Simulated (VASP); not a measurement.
## H2C3O: single point with LDA

H2C3O:

```
C H O
1.0
     9.15771    0.00000    0.00000
     0.00000    9.15771    0.00000
     0.00000    0.00000    9.15771
C H O
18 12 6
Direct
  0.93977 0.17097 0.21014
  0.93690 0.15589 0.07831
  0.67624 0.90926 0.17985
  0.54931 0.92054 0.21712
  0.88771 0.94378 0.49510
  0.83701 0.01287 0.59430
  0.18441 0.04998 0.78078
  0.29286 0.05403 0.85384
  0.98655 0.33342 0.73119
  0.88743 0.40579 0.68488
  0.01251 0.63384 0.39439
  0.95663 0.57299 0.28935
  0.36342 0.43758 0.79342
  0.30535 0.19114 0.25344
  0.77423 0.54225 0.97096
  0.65215 0.16754 0.89895
  0.03721 0.72154 0.75173
  0.56639 0.79966 0.62839
  0.94896 0.13795 0.96204
  0.92637 0.19023 0.32466
  0.44448 0.96540 0.26595
  0.79772 0.90919 0.14806
  0.78436 0.08179 0.68016
  0.94389 0.87050 0.41545
  0.38976 0.05369 0.92109
  0.09165 0.03860 0.71224
  0.78144 0.43982 0.65904
  0.09158 0.28870 0.76155
  0.96677 0.54541 0.17786
  0.02011 0.67027 0.50412
  0.32741 0.50991 0.88256
  0.27986 0.30673 0.28885
  0.66273 0.56398 0.91870
  0.57229 0.22544 0.97509
  0.03937 0.70710 0.87810
  0.48702 0.87707 0.57289
```

```yaml
Program: VASP 6.6.1
Task: single point
Functional: LDA
Potentials_or_basis: VASP PAW LDA potentials, release 64 (C_h, H_h, O_h)
Cutoff: 910 eV
k_mesh: 1 × 1 × 1
Occupations: fermi-dirac, width 0.02 eV
Spin: no spin polarisation
Dipole_correction: no
Further_INCAR_settings: LREAL = Auto; ALGO = Normal; EDIFF = 1e-06; NBANDS = 84
```

| Item | Value |
| --- | --- |
| Pressure | -1.0 GPa |
| Largest force | 3.885 eV/Å |
| Band gap on the k mesh | 4.04 eV |

Forces on the atoms (eV/Å):
```
C   -0.292  0.011 -1.360
C    0.360 -0.012  0.815
C    1.181  0.055 -0.312
C   -0.337  0.979  0.614
C    1.007 -1.039 -0.982
C   -0.832  1.161  1.228
C    0.124 -0.130  0.009
C    0.534 -0.015  0.449
C    0.993  0.183  0.003
C    0.111 -0.693  0.381
C   -1.435 -1.023 -0.749
C    1.632  1.178  0.976
C    1.020 -2.028 -2.467
C   -0.161  0.517  0.182
C   -1.631  0.328 -0.691
C   -0.877  0.717  0.942
C    0.116 -0.520  3.849
C   -0.524  0.504 -0.374
H   -0.053  0.077  0.155
H    0.064 -0.033  0.374
H    1.252 -0.921 -0.853
H   -2.105 -0.140  0.487
H    0.510 -0.690 -0.768
H   -0.691  0.729  0.592
H   -0.155  0.025 -0.002
H   -0.672 -0.049 -0.510
H   -1.035  0.749 -0.514
H   -0.072 -0.161  0.090
H   -0.615 -0.635 -1.049
H    0.459  0.346  0.862
O   -1.031  2.022  2.478
O    0.117 -0.511 -0.187
O    1.604 -0.324  0.748
O    0.997 -0.654 -0.938
O   -0.091  0.517 -3.848
O    0.532 -0.519  0.371
```

Stress tensor (GPa, compression positive):
```
-1.40  0.16  0.38
 0.16 -0.46  0.28
 0.38  0.28 -1.14
```

Levels at points of the mesh, in eV from the valence-band top:
```csv
k point,band 56,band 57,band 58,band 59,band 60,band 61,band 62,band 63,band 64,band 65
"(0.00, 0.00, 0.00)",-0.47,-0.37,-0.24,-0.09,0.00,4.04,4.09,4.12,4.25,4.50
```

Wall time 3.5 min on 1 thread of Intel(R) Xeon(R) Platinum 8375C CPU @ 2.90GHz (Ice Lake) (shared host), peak memory 0.86 GiB.

Caveat: the k points lie up to 0.69 Å⁻¹ apart; the cutoff is under 1.25 times the usual one of these potentials, so pressure, stress and relaxed cells hold a basis-set (Pulay) error; the atoms stand as in a frame of molecular dynamics.
